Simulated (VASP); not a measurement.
# KBr (I4/mmm) in VASP: notebook

Runs on KBr. Level: PBE. Tasks: single point.

Program: VASP 6.6.1. These are calculated values, not measurements. Logs are shortened: lines on timing, memory, paths and dates and some standing lists are left out, and cuts for length are marked.

## (1) The cell of the first run

Symmetry: I4/mmm, No. 139, tetragonal system. The conventional cell has a = 4.284 Å, b = 4.284 Å, c = 6.585 Å, α = 90.00°, β = 90.00°, γ = 90.00°. Within 4.0 Å of K (site symmetry 4/mmm) lie 6 Br at 3.03 to 3.29 Å. Within 4.0 Å of Br (site symmetry 4/mmm) lie 6 K at 3.03 to 3.29 Å.

## (2) Single point, PBE (strain -0.080 along x and y, +0.000 along z)

Input file INCAR:

```
SYSTEM = KBr
PREC = Accurate
ENCUT = 520
EDIFF = 1E-6
ISMEAR = 0
SIGMA = 0.05
LREAL = .FALSE.
LASPH = .TRUE.
NELM = 60
ALGO = Normal
ISIF = 2
LWAVE = .FALSE.
LCHARG = .FALSE.
GGA = PE
NBANDS = 15
```

Input file KPOINTS:

```
regular mesh
0
G
  6 6 6
  0 0 0
```

Input file POSCAR:

```
KBr
1.0
    0.0000000000      3.0291000000      3.2925000000
    3.0291000000      0.0000000000      3.2925000000
    3.0291000000      3.0291000000      0.0000000000
K Br
1 1
Direct
    0.0000000000      0.0000000000      0.0000000000
    0.5000000000      0.5000000000      0.5000000000
```

Potentials or basis: VASP PAW PBE potentials, release 64 (K_sv, Br).

Command:

```sh
$ cat potpaw_PBE.64/K_sv/POTCAR potpaw_PBE.64/Br/POTCAR > POTCAR
$ mpirun -np 1 vasp_std > vasp.out
```

OUTCAR:

```text
SYSTEM = KBr
   PREC = Accurate
   ENCUT = 520
   EDIFF = 1E-6
   ISMEAR = 0
   LREAL = .FALSE.
   LASPH = .TRUE.
   NELM = 60
   ISIF = 2
   GGA = PE

 ion  position               nearest neighbor table
   1  0.000  0.000  0.000-   2 3.03   2 3.03   2 3.03   2 3.03   2 3.29   2 3.29
   2  0.500  0.500  0.500-   1 3.03   1 3.03   1 3.03   1 3.03   1 3.29   1 3.29

  LATTYP: Found a body centered tetragonal cell.
 ALAT       =     4.2837943018
 C/A-ratio  =     1.5371886548

  Lattice vectors:

 A1 = (  -3.0291000000,   0.0000000000,   3.2925000000)
 A2 = (   3.0291000000,   0.0000000000,   3.2925000000)
 A3 = (   0.0000000000,   3.0291000000,  -3.2925000000)

Analysis of symmetry for initial positions (statically):
=====================================================================
 Subroutine PRICEL returns:
 Original cell was already a primitive cell.

 Routine SETGRP: Setting up the symmetry group for a
 body centered tetragonal supercell.

 Subroutine GETGRP returns: Found 16 space group operations
 (whereof 16 operations were pure point group operations)
 out of a pool of 16 trial point group operations.

The static configuration has the point symmetry D_4h.

Analysis of symmetry for dynamics (positions and initial velocities):
=====================================================================
 Subroutine PRICEL returns:
 Original cell was already a primitive cell.

 Routine SETGRP: Setting up the symmetry group for a
 body centered tetragonal supercell.

 Subroutine GETGRP returns: Found 16 space group operations
 (whereof 16 operations were pure point group operations)
 out of a pool of 16 trial point group operations.

The dynamic configuration has the point symmetry D_4h.

 Subroutine INISYM returns: Found 16 space group operations
 (whereof 16 operations are pure point group operations),
 and found     1 'primitive' translations

----------------------------------------------------------------------------------------

                                     Primitive cell

  volume of cell :      60.4203

  direct lattice vectors                    reciprocal lattice vectors
     0.000000000  3.029100000  3.292500000    -0.165065531  0.165065531  0.151860289
     3.029100000  0.000000000  3.292500000     0.165065531 -0.165065531  0.151860289
     3.029100000  3.029100000  0.000000000     0.165065531  0.165065531 -0.151860289

  length of vectors
     4.473924794  4.473924794  4.283794302     0.278486636  0.278486636  0.278486636

  position of ions in fractional coordinates (direct lattice)
     0.000000000  0.000000000  0.000000000
     0.500000000  0.500000000  0.500000000

  ion indices of the primitive-cell ions
   primitive index   ion index
                 1           1
                 2           2

----------------------------------------------------------------------------------------

 KPOINTS: regular mesh

Automatic generation of k-mesh.
 Grid dimensions read from file:
 generate k-points for:    6    6    6

 Generating k-lattice:

  Cartesian coordinates                     Fractional coordinates (reciprocal lattice)
    -0.027510922  0.027510922  0.025310048     0.166666667  0.000000000  0.000000000
     0.027510922 -0.027510922  0.025310048     0.000000000  0.166666667  0.000000000
     0.027510922  0.027510922 -0.025310048     0.000000000  0.000000000  0.166666667

  Length of vectors
     0.046414439  0.046414439  0.046414439

  Shift w.r.t. Gamma in fractional coordinates (k-lattice)
     0.000000000  0.000000000  0.000000000

 Subroutine IBZKPT returns following result:
 ===========================================

 Found     30 irreducible k-points:

 Following reciprocal coordinates:
            Coordinates               Weight
  0.000000  0.000000  0.000000      1.000000
  0.166667 -0.000000  0.000000      8.000000
  0.333333 -0.000000  0.000000      8.000000
  0.500000  0.000000  0.000000      4.000000
  0.166667  0.166667  0.000000      2.000000
  0.333333  0.166667  0.000000      8.000000
[... 16 lines left out ...]
  0.333333  0.000000  0.333333      4.000000
  0.500000 -0.000000  0.333333     16.000000
 [... further k-points ...]
   k-points           NKPTS =     30   k-points in BZ     NKDIM =     30   number of bands    NBANDS=     15
   number of dos      NEDOS =    301   number of ions     NIONS =      2
   total plane-waves  NPLWV =  41472
   dimension x,y,z NGX =    36 NGY =   36 NGZ =   32
   dimension x,y,z NGXF=    72 NGYF=   72 NGZF=   64
   ions per type =               1   1
   NGX,Y,Z   is equivalent  to a cutoff of  13.38, 13.38, 12.42 a.u.
   NGXF,Y,Z  is equivalent  to a cutoff of  26.75, 26.75, 24.84 a.u.
 SYSTEM =  KBr
   PREC   = accura    normal or accurate (medium, high low for compatibility)
   ISTART =      0    job   : 0-new  1-cont  2-samecut
   ICHARG =      2    charge: 1-file 2-atom 10-const
   ISPIN  =      1    spin polarized calculation?
   LNONCOLLINEAR =      F non collinear calculations
   LSORBIT =      F    spin-orbit coupling
   LASPH  =      T    aspherical Exc in radial PAW
   ENCUT  =  520.0 eV  38.22 Ry    6.18 a.u.   8.32  8.32  7.97*2*pi/ulx,y,z
   NELM   =     60;   NELMIN=  2; NELMDL= -5     # of ELM steps
   EDIFF  = 0.1E-05   stopping-criterion for ELM
   LREAL  =      F    real-space projection
   EDIFFG = 0.1E-04   stopping-criterion for IOM
   NSW    =      0    number of steps for IOM
   IBRION =     -1    ionic relax: 0-MD 1-quasi-New 2-CG
   NFREE  =      0    steps in history (QN), initial steepest desc. (CG)
   ISIF   =      2    stress and relaxation
   ISYM   =      2    0-nonsym 1-usesym 2-fastsym
   POTIM  = 0.5000    time-step for ionic-motion
   TEBEG  =    0.0;   TEEND  =   0.0 temperature during run
   PSTRESS=    0.0 pullay stress
   NELECT =      16.0000    total number of electrons
   NUPDOWN=      -1.0000    fix difference up-down
   EMIN   =  10.00;   EMAX   =-10.00  energy-range for DOS
   EFERMI =   0.00;   METHOD = LEGACY
   ISMEAR =     0;   SIGMA  =   0.05  broadening in eV -4-tet -1-fermi 0-gaus
   EFERMI_NEDOS =   21; number of points for ismear=-14 and -15
   IALGO  =     38    algorithm
   IMIX   =      4    mixing-type and parameters
     AMIX     =   0.40;   BMIX     =  1.00
     AMIX_MAG =   1.60;   BMIX_MAG =  1.00
  volume/ion in A,a.u.               =      30.21       203.87
  Fermi-wavevector in a.u.,A,eV,Ry     =   1.051285  1.986641 15.037163  1.105200
  Thomas-Fermi vector in A             =   2.186322
   LORBIT       =      0    0 simple, 1 ext, 2 COOP (PROOUT), +10 PAW based schemes
   GGA     = PE    functional components
   LHFCALC =     F    Hartree Fock is set to
   AEXX    =    0.0000 exact exchange contribution
   IVDW    =     0    specifies the selected vdW correction
   LEPSILON=     F    determine dielectric tensor
   LRPA    =     F    only Hartree local field effects (RPA)
 non-spin polarized calculation
 Gauss-broadening in eV      SIGMA  =   0.05
  energy-cutoff  :      520.00
  volume of cell :       60.42
 maximum number of plane-waves:      1642
 NGX is ok and might be reduce to    36
   NGX = 17   NGY = 17   NGZ = 15

 number of electron      16.0000000 magnetization

 Free energy of the ion-electron system (eV)
  ---------------------------------------------------
  ext. energy  EPLUGINS =         0.00000000
  ---------------------------------------------------
  free energy    TOTEN  =        -5.96492960 eV

  energy without entropy =       -5.96492960  energy(sigma->0) =       -5.96492960

 E-fermi :  -0.6776     XC(G=0):  -8.0809

 val. band max:       -0.9017598334   @ k =   0.0000   0.0000   0.0000
 cond. band min:       3.9588791530   @ k =   0.0000   0.0000   0.0000
 fundamental gap:      4.8606389864
 Fermi energy:        -0.6776130760

 k-point     1 :       0.0000    0.0000    0.0000
  band No.  band energies     occupation
      1     -28.3968      2.00000
      2     -13.5026      2.00000
      3     -11.9029      2.00000
      4     -11.9029      2.00000
      5     -11.8805      2.00000
      6      -1.0212      2.00000
      7      -0.9018      2.00000
      8      -0.9018      2.00000
      9       3.9589      0.00000
     10       6.2493      0.00000
     11       6.8431      0.00000
     12       6.8431      0.00000
     13       7.4487      0.00000
     14       7.7689      0.00000
     15      11.1011      0.00000

 k-point     2 :       0.1667   -0.0000    0.0000
  band No.  band energies     occupation
      1     -28.3930      2.00000
      2     -13.5859      2.00000
      3     -11.9000      2.00000
      4     -11.8902      2.00000
      5     -11.7825      2.00000
      6      -1.4365      2.00000
      7      -1.1205      2.00000
      8      -1.0512      2.00000
      9       4.7046      0.00000
     10       6.4749      0.00000
     11       6.9293      0.00000
     12       7.2057      0.00000
     13       7.9317      0.00000
     14       8.2807      0.00000
     15      12.1658      0.00000

 k-point     3 :       0.3333   -0.0000    0.0000
  band No.  band energies     occupation
      1     -28.3855      2.00000
      2     -13.7276      2.00000
      3     -11.9033      2.00000
      4     -11.8941      2.00000
      5     -11.5695      2.00000
      6      -2.2033      2.00000
      7      -1.3726      2.00000
      8      -1.3249      2.00000
      9       5.6885      0.00000
     10       7.1850      0.00000
     11       7.9232      0.00000
     12       8.1969      0.00000
     13       9.1187      0.00000
     14       9.5514      0.00000
     15      11.2289      0.00000
[... 343 lines left out ...]
 k-point    23 :       0.3333    0.0000    0.3333
  band No.  band energies     occupation
      1     -28.3806      2.00000
      2     -13.5445      2.00000
      3     -11.9832      2.00000
      4     -11.9234      2.00000
      5     -11.8038      2.00000
      6      -2.0190      2.00000
      7      -1.2936      2.00000
      8      -1.2533      2.00000
      9       5.0036      0.00000
     10       6.1699      0.00000
     11       8.4382      0.00000
     12       9.4436      0.00000
     13       9.6660      0.00000
     14       9.7368      0.00000
     15      11.1318      0.00000

 k-point    24 :       0.5000   -0.0000    0.3333
  band No.  band energies     occupation
      1     -28.3771      2.00000
      2     -13.4828      2.00000
      3     -12.0234      2.00000
      4     -11.9455      2.00000
      5     -11.8571      2.00000
      6      -1.9237      2.00000
      7      -1.5120      2.00000
      8      -1.3725      2.00000
      9       5.1568      0.00000
     10       7.1524      0.00000
     11       8.6278      0.00000
     12       9.0565      0.00000
     13       9.5800      0.00000
     14      10.0358      0.00000
     15      10.9355      0.00000

 [... further k-points ...]
[... 5 lines left out ...]
  --------------------------------------------------------------------------------------
  -------------------------------------------------------------------------------------
  Total        2.8599532      2.8599532      0.7433943      0.0000000     -0.0000000      0.0000000
  in kB       75.8379369     75.8379369     19.7127310      0.0000000     -0.0000000      0.0000000
  external PRESSURE =      57.1295349 kB  Pullay stress =       0.0000000 kB

 VOLUME and BASIS-vectors are now :
 -----------------------------------------------------------------------------
  energy-cutoff  :      520.00
  volume of cell :       60.42
      direct lattice vectors                 reciprocal lattice vectors
     0.000000000  3.029100000  3.292500000    -0.165065531  0.165065531  0.151860289
     3.029100000  0.000000000  3.292500000     0.165065531 -0.165065531  0.151860289
     3.029100000  3.029100000  0.000000000     0.165065531  0.165065531 -0.151860289

 POSITION                                       TOTAL-FORCE (eV/Angst)
 -----------------------------------------------------------------------------------
      0.00000      0.00000      0.00000         0.000000      0.000000      0.000000
      3.02910      3.02910      3.29250        -0.000000     -0.000000     -0.000000
 -----------------------------------------------------------------------------------
    total drift:                                0.000000      0.000000      0.000000

  FREE ENERGIE OF THE ION-ELECTRON SYSTEM (eV)
  ---------------------------------------------------
  free  energy   TOTEN  =        -5.9649296038 eV

  energy  without entropy=       -5.9649296038  energy(sigma->0) =       -5.96492960
```

Run time: 44 s. Hardware: 1 thread of AMD EPYC 7R13, shared host; peak memory 0.17 GiB.

Results:

| Quantity | Value |
| --- | --- |
| Free energy | -5.9649 eV |
| Pressure | 5.7 GPa |
| Band gap on the k mesh | 4.86 eV, direct |

Caveat: the cell differs from its parent crystal (strain -0.080 along x and y, +0.000 along z).

## (3) Single point, PBE (strain -0.040 along x and y, -0.080 along z)

Input file INCAR:

```
SYSTEM = KBr
PREC = Accurate
ENCUT = 520
EDIFF = 1E-6
ISMEAR = 0
SIGMA = 0.05
LREAL = .False.
LASPH = .True.
NELM = 100
ALGO = Normal
ISIF = 2
LWAVE = .False.
LCHARG = .False.
GGA = PE
NBANDS = 15
```

Input file KPOINTS:

```
Automatic mesh
0
Gamma
  6 6 6
  0 0 0
```

Input file POSCAR:

```
KBr
1.0
    0.0000000000      3.1608000000      3.0291000000
    3.1608000000      0.0000000000      3.0291000000
    3.1608000000      3.1608000000      0.0000000000
K Br
1 1
Direct
    0.0000000000      0.0000000000      0.0000000000
    0.5000000000      0.5000000000      0.5000000000
```

Potentials or basis: VASP PAW PBE potentials, release 64 (K_sv, Br).

Command:

```sh
$ cat potpaw_PBE.64/K_sv/POTCAR potpaw_PBE.64/Br/POTCAR > POTCAR
$ mpirun -np 1 vasp_std > vasp.out
```

Wall time 50 s (1 thread of AMD EPYC 7R13, shared host); peak memory 0.18 GiB.

The run converged. Its results:

```
Free energy            : -6.0113 eV
Pressure               : 5.3 GPa
Band gap on the k mesh : 4.89 eV, direct
```

Stress tensor (GPa, compression positive):
```
4.13 0.00 0.00
0.00 4.13 0.00
0.00 0.00 7.55
```

Levels at points of the mesh, in eV from the valence-band top:
```csv
k point,band 6,band 7,band 8,band 9,band 10,band 11
"(0.00, 0.00, 0.00)",-0.07,-0.07,0.00,4.89,7.43,7.43
"(0.50, 0.00, 0.00)",-1.61,-0.57,-0.55,6.89,8.78,10.15
"(0.50, 0.50, 0.00)",-0.95,-0.45,-0.45,5.51,7.84,9.65
"(0.50, 0.00, 0.50)",-1.08,-0.37,-0.34,5.57,7.80,9.54
```

Caveat: the cell differs from its parent crystal (strain -0.040 along x and y, -0.080 along z).

## (4) Single point, PBE (strain -0.080 along x and y, +0.040 along z)

Input file INCAR:

```
ALGO = Normal
EDIFF = 1E-7
ENCUT = 520
GGA = PE
ISIF = 2
ISMEAR = 0
LASPH = True
LCHARG = True
LELF = True
LREAL = False
LVHAR = True
LWAVE = False
NBANDS = 15
NELM = 60
PREC = Accurate
SIGMA = 0.05
```

Input file KPOINTS:

```
k-points
0
Gamma
  6 6 6
```

Input file POSCAR:

```
KBr
1.0
    0.0000000000      3.0291000000      3.4242000000
    3.0291000000      0.0000000000      3.4242000000
    3.0291000000      3.0291000000      0.0000000000
K Br
1 1
Direct
    0.0000000000      0.0000000000      0.0000000000
    0.5000000000      0.5000000000      0.5000000000
```

Command:

```sh
$ cat potpaw_PBE.64/K_sv/POTCAR potpaw_PBE.64/Br/POTCAR > POTCAR
$ mpirun -np 1 vasp_std > vasp.out
```

Run time: 52 s. Hardware: 1 thread of AMD EPYC 7R13, shared host; peak memory 0.17 GiB.

The run converged. Its results:

* Free energy: -5.9824 eV
* Pressure: 4.9 GPa
* Band gap on the k mesh: 4.69 eV, direct

Stress tensor (GPa, compression positive):
```
7.10 0.00 0.00
0.00 7.10 0.00
0.00 0.00 0.44
```

Levels at points of the mesh, in eV from the valence-band top:
```csv
k point,band 6,band 7,band 8,band 9,band 10,band 11
"(0.00, 0.00, 0.00)",-0.15,0.00,0.00,4.69,7.01,7.85
"(0.50, 0.00, 0.00)",-1.55,-0.57,-0.52,6.77,8.57,10.05
"(0.50, 0.50, 0.00)",-1.15,-0.23,-0.23,5.70,7.71,9.34
"(0.50, 0.00, 0.50)",-0.91,-0.45,-0.44,5.59,7.66,9.69
```

Caveat: the cell differs from its parent crystal (strain -0.080 along x and y, +0.040 along z).

## (5) Summary

```tsv
cell	gap on the mesh (eV)	pressure (GPa)
a = 4.474, b = 4.474, c = 4.284 Å, angles 61.4, 61.4, 57.2°, 2 atoms	4.86	5.7
a = 4.378, b = 4.378, c = 4.470 Å, angles 59.3, 59.3, 61.4°, 2 atoms	4.89	5.3
a = 4.572, b = 4.572, c = 4.284 Å, angles 62.1, 62.1, 55.9°, 2 atoms	4.69	4.9
```

Alike in all rows: task single point; level PBE; potentials or basis VASP PAW PBE potentials, release 64 (K_sv, Br); no spin polarisation; k mesh 6 × 6 × 6; cutoff (eV) 520; smearing gaussian 0.05 eV.

Total energies depend on the potentials used, so only differences within one code and one set of settings carry meaning.
